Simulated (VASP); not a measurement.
Runs of VASP 6.6.1 on InAs. The structure is that of space group F-43m (No. 216), or close to it. The cells are those of the table. 

```csv
level,potentials or basis,spin,cell,k mesh,cutoff (eV),smearing,grid for exact exchange (PRECFOCK),share of exact exchange,screening parameter,gap on the mesh (eV),pressure (GPa),moment (μB)
BLYP,"VASP PAW PBE potentials, release 64 (In_d, As)","non-collinear, zero start, SOC","a = 4.268 Å, angles 60.0°, 2 atoms",8 × 8 × 8,500,fermi-dirac 0.1 eV,-,-,-,-,7.6,0.00
r2SCAN50,"VASP PAW PBE potentials, release 64 (In_d, As_d)",off,"a = 4.181 Å, angles 60.0°, 2 atoms",4 × 4 × 4,440,fermi-dirac 0.05 eV,Normal,0.5,-,(a),4.9,-
r2SCAN50,"VASP PAW PBE potentials, release 64 (In_d, As_d)",off,"a = 4.324 Å, angles 60.0°, 2 atoms",4 × 4 × 4,440,fermi-dirac 0.05 eV,Normal,0.5,-,(b),-2.6,-
LDA,"VASP PAW LDA potentials, release 64 (In_d, As)","non-collinear, zero start, SOC","a = 4.268 Å, angles 60.0°, 2 atoms",8 × 8 × 8,500,methfessel-paxton 0.1 eV,-,-,-,-,-0.2,0.00
HSE06,"VASP PAW PBE potentials, release 64 (In_d, As)","non-collinear, zero start, SOC","a = 4.268 Å, angles 60.0°, 2 atoms",4 × 4 × 4,520,fermi-dirac 0.05 eV,Normal,0.25,0.2079 1/Å,-,2.2,0.00
r2SCAN0,"VASP PAW PBE potentials, release 64 (In_d, As_d)",off,"a = 4.210 Å, angles 60.0°, 2 atoms",4 × 4 × 4,440,fermi-dirac 0.05 eV,Normal,0.25,-,1.81,4.3,-
```

Estimate the missing entries.

(a) 3.32; (b) 2.61.

Caveats: some runs use coarse meshes; the PAW data sets were made with another functional, which shifts forces and pressure a little (at least some runs); spin-orbit coupling is left out, which moves the levels of the heavy elements (at least some runs); the cell stands under pressure (at least some runs).

A k mesh can miss the band edges, and rows without SOC leave out spin-orbit coupling on As, In.

The runs don't all hold the same shells in valence.
